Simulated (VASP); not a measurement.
A run of VASP 6.6.1:

Contents of INCAR:

```
SYSTEM = TaN
  PREC = Accurate
  ENCUT = 520
  EDIFF = 1E-6
  ISMEAR = -1
  SIGMA = 0.05
  LREAL = .FALSE.
  LASPH = .TRUE.
  NELM = 150
  ALGO = Normal
  ISIF = 2
  LWAVE = .FALSE.
  LCHARG = .TRUE.
  LMAXMIX = 4
  LDAU = .TRUE.
  LDAUTYPE = 2
  LDAUL = 2 -1
  LDAUU = 8 0
  LDAUJ = 0 0
  LDAUPRINT = 1
  GGA = PE
  LELF = .TRUE.
  LVHAR = .TRUE.
  NBANDS = 33
```

File KPOINTS:

```
Automatic mesh
0
G
  6 6 9
  0 0 0
```

The input POSCAR:

```
TaN
1.0
    5.3526267244      0.0000000000      0.0000000000
   -2.6763133622      4.6355107203      0.0000000000
    0.0000000000      0.0000000000      2.9551842670
Ta N
3 3
Direct
    0.0000000000      0.0000000000      0.0000000000
    0.3333333333      0.6666666667      0.5000000000
    0.6666666667      0.3333333333      0.5000000000
    0.5000000000      0.0000000000      0.0000000000
    0.5000000000      0.5000000000      0.0000000000
    0.0000000000      0.5000000000      0.0000000000
```

Potentials or basis: VASP PAW PBE potentials, release 64 (Ta_pv, N).

Run with:

```sh
$ cat potpaw_PBE.64/Ta_pv/POTCAR potpaw_PBE.64/N/POTCAR > POTCAR
$ mpirun -np 1 vasp_std > vasp.out
```

Hardware: 1 thread of Intel Xeon 8259CL, on a shared host.

Q: Estimate the wall time of this run.

A: Wall time 110 s on 1 thread of Intel Xeon 8259CL, with other jobs on the host, peak memory 0.22 GiB. Counts: scf iterations 15, k points 35.
